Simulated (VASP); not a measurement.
# MoS2 (R-3m) in VASP: single point with PBEsol

Aim: the single point of MoS2 with PBEsol.

Program: VASP 6.6.1. These are calculated values, not measurements. Logs are shortened: lines on timing, memory, paths and dates and some standing lists are left out, and cuts for length are marked.

### Step 1. The cell of the first run

The structure is trigonal, space group R-3m (No. 166). The conventional cell has a = 3.092 Å, b = 3.092 Å, c = 18.520 Å, α = 90.00°, β = 90.00°, γ = 120.00°. Within 3.1 Å of Mo (site symmetry -3m) lie 6 S at 2.38 Å and 6 Mo at 3.09 Å. Within 3.1 Å of S (site symmetry 3m) lie 3 Mo at 2.38 Å and 6 S at 3.09 Å.

### Step 2. Single point, PBEsol, non-collinear spin, zero start, spin-orbit coupling (17.04 Å³/atom)

INCAR reads:

```
SYSTEM = MoS2
PREC = Accurate
ENCUT = 520
EDIFF = 1E-6
ISMEAR = 0
SIGMA = 0.05
LREAL = .FALSE.
LASPH = .TRUE.
NELM = 150
ALGO = Normal
ISIF = 2
LWAVE = .FALSE.
LCHARG = .FALSE.
MAGMOM = 0 0 0 0 0 0 0 0 0
LORBIT = 11
LSORBIT = .TRUE.
GGA_COMPAT = .FALSE.
LORBMOM = .TRUE.
LMAXMIX = 4
GGA = PS
NBANDS = 39
```

KPOINTS reads:

```
regular mesh
0
G
  8 8 8
  0 0 0
```

POSCAR reads:

```
MoS2
1.0
    1.5461140467      0.8926493611      6.1732969844
   -1.5461140467      0.8926493611      6.1732969844
    0.0000000000     -1.7852987222      6.1732969844
Mo S
1 2
Direct
    0.0000000000      0.0000000000      0.0000000000
    0.7517431383      0.7517431383      0.7517431383
    0.2482568617      0.2482568617      0.2482568617
```

Potentials or basis: VASP PAW PBE potentials, release 64 (Mo_sv, S).

The run is started by

```bash
cat potpaw_PBE.64/Mo_sv/POTCAR potpaw_PBE.64/S/POTCAR > POTCAR
mpirun -np 1 vasp_ncl > vasp.out
```

OUTCAR:

```text
SYSTEM = MoS2
   PREC = Accurate
   ENCUT = 520
   EDIFF = 1E-6
   ISMEAR = 0
   LREAL = .FALSE.
   LASPH = .TRUE.
   NELM = 150
   ISIF = 2
   LORBIT = 11
   LSORBIT = .TRUE.
   GGA = PS

 ion  position               nearest neighbor table
   1  0.000  0.000  0.000-   2 2.38   2 2.38   3 2.38   3 2.38   2 2.38   3 2.38
   2  0.752  0.752  0.752-   1 2.38   1 2.38   1 2.38
   3  0.248  0.248  0.248-   1 2.38   1 2.38   1 2.38

  LATTYP: Found a trigonal (rhomboedric) cell.
 ALAT       =     6.4262654151
 COS(alpha) =     0.8842300808

  Lattice vectors:

 A1 = (   1.5461140467,   0.8926493611,   6.1732969844)
 A2 = (  -1.5461140467,   0.8926493611,   6.1732969844)
 A3 = (   0.0000000000,  -1.7852987222,   6.1732969844)

Analysis of symmetry for initial positions (statically):
=====================================================================
 Subroutine PRICEL returns:
 Original cell was already a primitive cell.

 Routine SETGRP: Setting up the symmetry group for a
 trigonal (rhombohedral) supercell.

 Subroutine GETGRP returns: Found 12 space group operations
 (whereof 12 operations were pure point group operations)
 out of a pool of 12 trial point group operations.

The static configuration has the point symmetry D_3d.

Analysis of symmetry for dynamics (positions and initial velocities):
=====================================================================
 Subroutine PRICEL returns:
 Original cell was already a primitive cell.

 Routine SETGRP: Setting up the symmetry group for a
 trigonal (rhombohedral) supercell.

 Subroutine GETGRP returns: Found 12 space group operations
 (whereof 12 operations were pure point group operations)
 out of a pool of 12 trial point group operations.

The dynamic configuration has the point symmetry D_3d.

Analysis of structural, dynamic, and magnetic symmetry:
=====================================================================
 Subroutine PRICEL returns:
 Original cell was already a primitive cell.

 Routine SETGRP: Setting up the symmetry group for a
 trigonal (rhombohedral) supercell.

 Subroutine GETGRP returns: Found 12 space group operations
 (whereof 12 operations were pure point group operations)
 out of a pool of 12 trial point group operations.

The overall configuration has the point symmetry D_3d.

 Subroutine INISYM returns: Found 12 space group operations
 (whereof 12 operations are pure point group operations),
 and found     1 'primitive' translations

----------------------------------------------------------------------------------------

                                     Primitive cell

  volume of cell :      51.1200

  direct lattice vectors                    reciprocal lattice vectors
     1.546114047  0.892649361  6.173296984     0.323391409  0.186710117  0.053995998
    -1.546114047  0.892649361  6.173296984    -0.323391409  0.186710117  0.053995998
     0.000000000 -1.785298722  6.173296984     0.000000000 -0.373420234  0.053995998

  length of vectors
     6.426265415  6.426265415  6.426265415     0.377303908  0.377303908  0.377303908

  position of ions in fractional coordinates (direct lattice)
     0.000000000  0.000000000  0.000000000
     0.751743138  0.751743138  0.751743138
     0.248256862  0.248256862  0.248256862

  ion indices of the primitive-cell ions
   primitive index   ion index
                 1           1
                 2           2
                 3           3

----------------------------------------------------------------------------------------

 KPOINTS: regular mesh

Automatic generation of k-mesh.
 Grid dimensions read from file:
 generate k-points for:    8    8    8

 Generating k-lattice:

  Cartesian coordinates                     Fractional coordinates (reciprocal lattice)
     0.040423926  0.023338765  0.006749500     0.125000000 -0.000000000  0.000000000
    -0.040423926  0.023338765  0.006749500    -0.000000000  0.125000000  0.000000000
     0.000000000 -0.046677529  0.006749500     0.000000000  0.000000000  0.125000000

  Length of vectors
     0.047162989  0.047162989  0.047162989

  Shift w.r.t. Gamma in fractional coordinates (k-lattice)
     0.000000000  0.000000000  0.000000000

 Subroutine IBZKPT returns following result:
 ===========================================

 Found     65 irreducible k-points:

 Following reciprocal coordinates:
            Coordinates               Weight
  0.000000  0.000000  0.000000      1.000000
  0.125000  0.000000  0.000000      6.000000
[... 39 lines left out ...]
   ENCUT  =  520.0 eV  38.22 Ry    6.18 a.u.  11.95 11.95 11.95*2*pi/ulx,y,z
   NELM   =    150;   NELMIN=  2; NELMDL= -5     # of ELM steps
   EDIFF  = 0.1E-05   stopping-criterion for ELM
   LREAL  =      F    real-space projection
[... 7 lines left out ...]
   TEBEG  =    0.0;   TEEND  =   0.0 temperature during run
   PSTRESS=    0.0 pullay stress
   NELECT =      26.0000    total number of electrons
   NUPDOWN=      -1.0000    fix difference up-down
   EMIN   =  10.00;   EMAX   =-10.00  energy-range for DOS
   EFERMI =   0.00;   METHOD = LEGACY
   ISMEAR =     0;   SIGMA  =   0.05  broadening in eV -4-tet -1-fermi 0-gaus
   EFERMI_NEDOS =   21; number of points for ismear=-14 and -15
   IALGO  =     38    algorithm
   IMIX   =      4    mixing-type and parameters
     AMIX     =   0.40;   BMIX     =  1.00
     AMIX_MAG =   1.60;   BMIX_MAG =  1.00
  volume/ion in A,a.u.               =      17.04       114.99
  Fermi-wavevector in a.u.,A,eV,Ry     =   1.306780  2.469455 23.234299  1.707673
  Thomas-Fermi vector in A             =   2.437559
   LORBIT       =     11    0 simple, 1 ext, 2 COOP (PROOUT), +10 PAW based schemes
   GGA     = PS    functional components
   LHFCALC =     F    Hartree Fock is set to
   AEXX    =    0.0000 exact exchange contribution
   IVDW    =     0    specifies the selected vdW correction
   LEPSILON=     F    determine dielectric tensor
   LRPA    =     F    only Hartree local field effects (RPA)
 Gauss-broadening in eV      SIGMA  =   0.05
  energy-cutoff  :      520.00
  volume of cell :       51.12
 maximum number of plane-waves:      2780
   NGX = 23   NGY = 23   NGZ = 23

 number of electron      26.0000000 magnetization       0.0000000     -0.0000000      0.0000000

 number of electron      26.0000000 magnetization       0.0000000      0.0000000      0.0000000

 number of electron      26.0000000 magnetization      -0.0000000     -0.0000000      0.0000000

 number of electron      26.0000000 magnetization      -0.0000000     -0.0000000     -0.0000000

 Free energy of the ion-electron system (eV)
  ---------------------------------------------------
  ext. energy  EPLUGINS =         0.00000000
  ---------------------------------------------------
  free energy    TOTEN  =       -22.68967145 eV

  energy without entropy =      -22.68776227  energy(sigma->0) =      -22.68871686

 E-fermi :   8.1969     XC(G=0): -11.2444

 val. band max:        8.1860794125   @ k =   0.2500   0.2500   0.2500
 cond. band min:       8.2101236329   @ k =  -0.1250   0.5000   0.1250
 fundamental gap:      0.0240442205
 Fermi energy:         8.1968662962

 k-point     1 :       0.0000    0.0000    0.0000
  band No.  band energies     occupation
      1     -53.3771      1.00000
      2     -53.3771      1.00000
      3     -29.0450      1.00000
      4     -29.0450      1.00000
      5     -26.6945      1.00000
      6     -26.6945      1.00000
[... 973 lines left out ...]
     37      16.2969      0.00000
     38      16.2969      0.00000

 [... further k-points ...]

 [bands above 38 left out]

------------------------ aborting loop because EDIFF is reached ----------------------------------------

  FORCE on cell =-STRESS in cart. coord.  units (eV):
  Direction    XX          YY          ZZ          XY          YZ          ZX
  --------------------------------------------------------------------------------------
  -------------------------------------------------------------------------------------
  Total        1.6036409      1.6036409      1.9765225      0.0000000     -0.0000000      0.0000000
  in kB       50.2605057     50.2605057     61.9471753      0.0000000     -0.0000000      0.0000000
  external PRESSURE =      54.1560623 kB  Pullay stress =       0.0000000 kB

 VOLUME and BASIS-vectors are now :
 -----------------------------------------------------------------------------
  energy-cutoff  :      520.00
  volume of cell :       51.12
      direct lattice vectors                 reciprocal lattice vectors
     1.546114047  0.892649361  6.173296984     0.323391409  0.186710117  0.053995998
    -1.546114047  0.892649361  6.173296984    -0.323391409  0.186710117  0.053995998
     0.000000000 -1.785298722  6.173296984     0.000000000 -0.373420234  0.053995998

 POSITION                                       TOTAL-FORCE (eV/Angst)
 -----------------------------------------------------------------------------------
      0.00000      0.00000      0.00000         0.000000      0.000000     -0.000000
      0.00000      0.00000     13.92220         0.000000     -0.000000      0.710626
      0.00000      0.00000      4.59769         0.000000      0.000000     -0.710626
 -----------------------------------------------------------------------------------
    total drift:                                0.000000      0.000000      0.000000

  FREE ENERGIE OF THE ION-ELECTRON SYSTEM (eV)
  ---------------------------------------------------
  free  energy   TOTEN  =       -22.6896714491 eV

  energy  without entropy=      -22.6877622708  energy(sigma->0) =      -22.68871686

 orbital moment (x)

 # of ion     p       d       tot
 ----------------------------------------
  1         0.000  -0.000  -0.000
  2        -0.000   0.000  -0.000
  3        -0.000   0.000  -0.000
 ----------------------------------------
           -0.000  -0.000  -0.000

 orbital moment (y)

 # of ion     p       d       tot
 ----------------------------------------
  1         0.000   0.000   0.000
  2         0.000   0.000   0.000
  3        -0.000   0.000  -0.000
 ----------------------------------------
            0.000   0.000   0.000

 orbital moment (z)

 # of ion     p       d       tot
 ----------------------------------------
  1         0.000   0.000   0.000
  2         0.000   0.000   0.000
  3         0.000   0.000   0.000
 ----------------------------------------
            0.000   0.000   0.000

 Spin-Orbit-Coupling matrix elements

 Ion:    1  E_soc:     -0.1965022
 l=   1
     0.0000000    -0.0295832    -0.0295632
    -0.0295832     0.0000000    -0.0295832
    -0.0295632    -0.0295832     0.0000000
 l=   2
     0.0000000    -0.0005211     0.0000000    -0.0005211    -0.0032201
    -0.0005211     0.0000000    -0.0019333    -0.0003506    -0.0005211
     0.0000000    -0.0019333     0.0000000    -0.0019333     0.0000000
    -0.0005211    -0.0003506    -0.0019333     0.0000000    -0.0005211
    -0.0032201    -0.0005211     0.0000000    -0.0005211     0.0000000
 l=   3
     0.0000000     0.0000000     0.0000000     0.0000000     0.0000000     0.0000000     0.0000000
     0.0000000     0.0000000     0.0000000     0.0000000     0.0000000     0.0000000     0.0000000
     0.0000000     0.0000000     0.0000000     0.0000000     0.0000000     0.0000000     0.0000000
     0.0000000     0.0000000     0.0000000     0.0000000     0.0000000     0.0000000     0.0000000
[... 29 lines left out ...]
 l=   2
     0.0000000     0.0000000     0.0000000     0.0000000     0.0000000
     0.0000000     0.0000000     0.0000000     0.0000000     0.0000000
     0.0000000     0.0000000     0.0000000     0.0000000     0.0000000
     0.0000000     0.0000000     0.0000000     0.0000000     0.0000000
     0.0000000     0.0000000     0.0000000     0.0000000     0.0000000
 l=   3
     0.0000000     0.0000000     0.0000000     0.0000000     0.0000000     0.0000000     0.0000000
     0.0000000     0.0000000     0.0000000     0.0000000     0.0000000     0.0000000     0.0000000
     0.0000000     0.0000000     0.0000000     0.0000000     0.0000000     0.0000000     0.0000000
     0.0000000     0.0000000     0.0000000     0.0000000     0.0000000     0.0000000     0.0000000
     0.0000000     0.0000000     0.0000000     0.0000000     0.0000000     0.0000000     0.0000000
     0.0000000     0.0000000     0.0000000     0.0000000     0.0000000     0.0000000     0.0000000
     0.0000000     0.0000000     0.0000000     0.0000000     0.0000000     0.0000000     0.0000000

 total charge

# of ion       s       p       d       tot
------------------------------------------
    1        2.309   6.244   4.022  12.574
    2        1.363   2.314   0.000   3.678
    3        1.363   2.314   0.000   3.678
--------------------------------------------------
tot          5.035  10.873   4.022  19.929

 magnetization (x)

# of ion       s       p       d       tot
------------------------------------------
    1       -0.000   0.000   0.000  -0.000
    2        0.000  -0.000   0.000  -0.000
    3        0.000  -0.000   0.000  -0.000
--------------------------------------------------
tot          0.000  -0.000   0.000  -0.000

 magnetization (y)

# of ion       s       p       d       tot
------------------------------------------
    1        0.000   0.000   0.000   0.000
    2        0.000  -0.000   0.000  -0.000
    3        0.000   0.000   0.000   0.000
--------------------------------------------------
tot          0.000   0.000   0.000   0.000

 magnetization (z)

# of ion       s       p       d       tot
------------------------------------------
    1        0.000   0.000   0.000   0.000
    2        0.000   0.000   0.000   0.000
    3        0.000   0.000   0.000   0.000
--------------------------------------------------
tot          0.000   0.000   0.000   0.000
```

Wall time 15 min (1 thread of Intel Xeon Platinum 8488C (Sapphire Rapids), shared host); peak memory 0.78 GiB.

Results:

| Item | Value |
| --- | --- |
| Free energy | -22.6897 eV |
| Pressure | 5.4 GPa |
| Largest force | 0.711 eV/Å |
| Net moment | 0.00 μB per cell |
| Valence electrons inside the program's atomic spheres | Mo 12.57; S 3.68 |

Forces in eV/Å, atoms in the order of the input:
```
Mo   0.000  0.000  0.000
S    0.000  0.000  0.711
S    0.000  0.000 -0.711
```

Moments on the atoms (μB; x, y, z):
```
Mo  0.00 0.00 0.00
S   0.00 0.00 0.00
S   0.00 0.00 0.00
```

Caveat: the cell stands under pressure; the PAW data sets were made with another functional, which shifts forces and pressure a little.
